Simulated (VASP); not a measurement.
Wanted: the native input for a VASP 6.6.1 run.

| Property | Result |
| --- | --- |
| Task | single point |
| Functional | PBE |
| Potentials or basis | VASP PAW PBE potentials, release 64 (Li_sv, Mo_sv, N) |
| Cutoff | 520 eV |
| k mesh | 18 × 18 × 18 |
| Occupations | gaussian, width 0.1 eV |
| Spin | no spin polarisation |
| Dipole correction | no |
| Further INCAR settings | ALGO = Normal; EDIFF = 1e-06; NBANDS = 23 |

The structure of Li2MoN2 lies in POSCAR:

```
Li2MoN2
1.0
   -1.3934740080      1.3934740080      5.1118129830
    1.3934740080     -1.3934740080      5.1118129830
    1.3934740080      1.3934740080     -5.1118129830
Li Mo N
2 1 2
Direct
    0.2500000000      0.7500000000      0.5000000000
    0.7500000000      0.2500000000      0.5000000000
    0.0000000000      0.0000000000      0.0000000000
    0.6153920254      0.6153920254      0.0000000000
    0.3846079746      0.3846079746      0.0000000000
```

The input as run:

INCAR

```
PREC = Accurate
ENCUT = 520
EDIFF = 1E-6
ISMEAR = 0
SIGMA = 0.1
LREAL = False
LASPH = True
NELM = 80
ALGO = Normal
ISIF = 2
LWAVE = False
LCHARG = False
GGA = PE
NBANDS = 23
```

KPOINTS

```
Automatic mesh
0
Gamma
  18 18 18
```

Potentials or basis: VASP PAW PBE potentials, release 64 (Li_sv, Mo_sv, N).

Command:

```sh
$ cat potpaw_PBE.64/Li_sv/POTCAR potpaw_PBE.64/Mo_sv/POTCAR potpaw_PBE.64/N/POTCAR > POTCAR
$ mpirun -np 1 vasp_std > vasp.out
```

It gave:

```json
{
 "Largest force": "0.029 eV/Å",
 "Band gap on the k mesh": "zero (bands 15 and 16 overlap by 0.63 eV)"
}
```

It took 8.9 min on 1 thread of AMD EPYC 9R45 96-Core Processor (Zen 5), on a shared host, peak memory 0.53 GiB.
